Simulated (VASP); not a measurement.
A run of VASP 6.6.1 is set up as follows.

The input INCAR:

```
ALGO = Normal
EDIFF = 1E-6
ENCUT = 500
GGA = PS
GGA_COMPAT = F
ISIF = 2
ISMEAR = -1
IVDW = 13
LASPH = T
LCHARG = T
LELF = T
LREAL = F
LVHAR = T
LWAVE = F
NBANDS = 54
NELM = 120
PREC = Accurate
SIGMA = 0.05
```

KPOINTS

```
k-points
0
Gamma
  4 4 4
```

The input POSCAR:

```
Cs2AgBiBr6
1.0
    0.0000000000      5.5511308242      5.5511308242
    5.5511308242      0.0000000000      5.5511308242
    5.5511308242      5.5511308242      0.0000000000
Bi Cs Ag Br
1 2 1 6
Direct
    0.0000000000      0.0000000000      0.0000000000
    0.7500000000      0.7500000000      0.7500000000
    0.2500000000      0.2500000000      0.2500000000
    0.5000000000      0.5000000000      0.5000000000
    0.7455481525      0.7455481525      0.2544518475
    0.2544518475      0.2544518475      0.7455481525
    0.7455481525      0.2544518475      0.2544518475
    0.7455481525      0.2544518475      0.7455481525
    0.2544518475      0.7455481525      0.7455481525
    0.2544518475      0.7455481525      0.2544518475
```

Potentials or basis: VASP PAW PBE potentials, release 64 (Bi_d, Cs_sv, Ag, Br).

Command:

```sh
$ cat potpaw_PBE.64/Bi_d/POTCAR potpaw_PBE.64/Cs_sv/POTCAR potpaw_PBE.64/Ag/POTCAR potpaw_PBE.64/Br/POTCAR > POTCAR
$ mpirun -np 1 vasp_std > vasp.out
```

(1) What does it give for the band gap on the k mesh?

(2) Predict the largest force.

## Answers

(1) 1.06 eV (least direct gap 2.34 eV).

(2) 0.007 eV/Å.

Caveat: the PAW data sets were made with another functional, which shifts forces and pressure a little; spin-orbit coupling is left out, which moves the levels of the heavy elements.
